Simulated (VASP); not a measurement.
Input of a VASP 6.6.1 run:

File INCAR:

```
SYSTEM = CdI2
PREC = Accurate
ENCUT = 500
EDIFF = 1E-6
ISMEAR = 1
SIGMA = 0.05
LREAL = .FALSE.
LASPH = .TRUE.
NELM = 120
ALGO = Normal
ISIF = 2
LWAVE = .FALSE.
LCHARG = .TRUE.
GGA = PS
LELF = .TRUE.
LVHAR = .TRUE.
NBANDS = 20
GGA_COMPAT = .FALSE.
```

The input KPOINTS:

```
regular mesh
0
G
  6 6 4
  0 0 0
```

POSCAR

```
CdI2
1.0
    4.2470087284      0.0000000000      0.0000000000
   -2.1235043642      3.6780174489      0.0000000000
    0.0000000000      0.0000000000      6.8950251473
Cd I
1 2
Direct
    0.0000000000      0.0000000000      0.0000000000
    0.3333333333      0.6666666667      0.2493934756
    0.6666666667      0.3333333333      0.7506065244
```

Potentials or basis: VASP PAW PBE potentials, release 64 (Cd, I).

Launch:

```bash
$ cat potpaw_PBE.64/Cd/POTCAR potpaw_PBE.64/I/POTCAR > POTCAR
$ mpirun -np 1 vasp_std > vasp.out
```

Q: What does it give for the largest force?

A: 0.123 eV/Å.

Q: Predict the pressure.

A: -0.5 GPa.

Forces in eV/Å, atoms in the order of the input:
```
Cd   0.000  0.000  0.000
I    0.000  0.000 -0.123
I    0.000  0.000  0.123
```

Caveat: the PAW data sets were made with another functional, which shifts forces and pressure a little; this functional lacks dispersion, which binds the layers, so the pressure and a relaxed spacing across them are unreliable.
